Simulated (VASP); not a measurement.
Input of a VASP 6.6.1 run:

File INCAR:

```
PREC = Accurate
ENCUT = 600
EDIFF = 1E-6
ISMEAR = 0
SIGMA = 0.01
LREAL = False
LASPH = True
NELM = 80
ALGO = Normal
ISIF = 3
LWAVE = False
LCHARG = False
GGA = PE
IBRION = 2
NSW = 80
EDIFFG = -0.001
```

File KPOINTS:

```
Automatic mesh
0
Gamma
  6 6 6
```

The input POSCAR:

```
RbBr
1.0
    0.0000000000      3.5086792297      3.5086792297
    3.5086792297      0.0000000000      3.5086792297
    3.5086792297      3.5086792297      0.0000000000
Rb Br
1 1
Direct
    0.0000000000      0.0000000000      0.0000000000
    0.5000000000      0.5000000000      0.5000000000
```

Potentials or basis: VASP PAW PBE potentials, release 64 (Rb_sv, Br).

Command:

```bash
$ cat potpaw_PBE.64/Rb_sv/POTCAR potpaw_PBE.64/Br/POTCAR > POTCAR
$ mpirun -np 1 vasp_std > vasp.out
```

Question: What does it give for the relaxed volume?

Answer: 43.29 Å³/atom.

Question: Predict the band gap on the k mesh.

Answer: 4.18 eV, direct.

Final structure:
```
Rb Br
1.0
     0.00000    3.51117    3.51117
     3.51117    0.00000    3.51117
     3.51117    3.51117    0.00000
Rb Br
1 1
Direct
  0.00000 0.00000 0.00000
  0.50000 0.50000 0.50000
```

PBE gaps usually lie below the measured ones, often by a third to a half.
